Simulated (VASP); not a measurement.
Wanted: the native input for a VASP 6.6.1 run.

```
Task                   : single point
Functional             : r2SCAN
Potentials or basis    : VASP PAW PBE potentials, release 64 (K_sv, I)
Cutoff                 : 520 eV
k mesh                 : 4 × 4 × 4
Occupations            : tetrahedron
Spin                   : no spin polarisation
Dipole correction      : no
Further INCAR settings : ALGO = Normal; EDIFF = 1e-07; NBANDS = 15
```

KI:

```
K I
1.0
     0.00000    3.54429    3.54429
     3.54429    0.00000    3.54429
     3.54429    3.54429    0.00000
K I
1 1
Cartesian
  0.0000 0.0000 0.0000
  3.5443 3.5443 3.5443
```

The input as run:

POSCAR

```
KI
1.0
    0.0000000000      3.5442850250      3.5442850250
    3.5442850250      0.0000000000      3.5442850250
    3.5442850250      3.5442850250      0.0000000000
K I
1 1
Direct
    0.0000000000      0.0000000000      0.0000000000
    0.5000000000      0.5000000000      0.5000000000
```

INCAR.step1

```
  PREC = Accurate
  ENCUT = 520
  ISMEAR = -5
  SIGMA = 0.1
  LREAL = F
  LASPH = T
  NELM = 80
  NBANDS = 15
  GGA = PE
  ALGO = Normal
  EDIFF = 1E-4
  LWAVE = T
  LCHARG = F
```

INCAR.step2

```
  PREC = Accurate
  ENCUT = 520
  EDIFF = 1E-7
  ISMEAR = -5
  SIGMA = 0.1
  LREAL = F
  LASPH = T
  NELM = 80
  ALGO = Normal
  ISIF = 2
  LWAVE = F
  LCHARG = T
  METAGGA = R2SCAN
  LMIXTAU = T
  LELF = T
  LVHAR = T
  NBANDS = 15
  ISTART = 1
```

KPOINTS

```
regular mesh
0
Gamma
  4 4 4
```

Potentials or basis: VASP PAW PBE potentials, release 64 (K_sv, I).

Launch:

```sh
$ cat potpaw_PBE.64/K_sv/POTCAR potpaw_PBE.64/I/POTCAR > POTCAR
$ cp INCAR.step1 INCAR
$ mpirun -np 1 vasp_std > vasp.out
$ cp INCAR.step2 INCAR
$ mpirun -np 1 vasp_std > vasp.out
```

It gave:

```
Pressure               : 0.0 GPa
Band gap on the k mesh : 4.58 eV, direct
```

Caveat: the PAW data sets were made with another functional, which shifts forces and pressure a little; spin-orbit coupling is left out, which moves the levels of the heavy elements.

It took 53 s on 1 thread of Intel(R) Xeon(R) Platinum 8488C (Sapphire Rapids), on a shared host, peak memory 0.25 GiB.
